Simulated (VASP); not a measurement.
Here is a VASP 6.6.1 calculation.

The input INCAR:

```
SYSTEM = TiAl3
  PREC = Accurate
  ENCUT = 600
  EDIFF = 1E-7
  ISMEAR = 0
  SIGMA = 0.1
  LREAL = .False.
  LASPH = .True.
  NELM = 100
  ALGO = Normal
  ISIF = 3
  LWAVE = .False.
  LCHARG = .False.
  GGA = PE
  IBRION = 2
  NSW = 100
  EDIFFG = -0.005
```

Contents of KPOINTS:

```
Automatic mesh
0
Gamma
  16 16 16
  0 0 0
```

The input POSCAR:

```
TiAl3
1.0
   -1.9111067713      1.9111067713      4.2806687947
    1.9111067713     -1.9111067713      4.2806687947
    1.9111067713      1.9111067713     -4.2806687947
Ti Al
1 3
Direct
    0.0000000000      0.0000000000      0.0000000000
    0.5000000000      0.5000000000      0.0000000000
    0.7500000000      0.2500000000      0.5000000000
    0.2500000000      0.7500000000      0.5000000000
```

Potentials or basis: VASP PAW PBE potentials, release 64 (Ti_sv, Al).

The run is started by

```bash
$ cat potpaw_PBE.64/Ti_sv/POTCAR potpaw_PBE.64/Al/POTCAR > POTCAR
$ mpirun -np 1 vasp_std > vasp.out
```

Question: Predict the relaxed volume.

Answer: 15.93 Å³/atom.

Question: What does it give for the space group after relaxing (to 0.1 Å)?

Answer: I4/mmm (No. 139).

Final structure:
```
Ti Al
1.0
    -1.92254    1.92254    4.30999
     1.92254   -1.92254    4.30999
     1.92254    1.92254   -4.30999
Ti Al
1 3
Direct
  0.00000 0.00000 0.00000
  0.50000 0.50000 0.00000
  0.75000 0.25000 0.50000
  0.25000 0.75000 0.50000
```
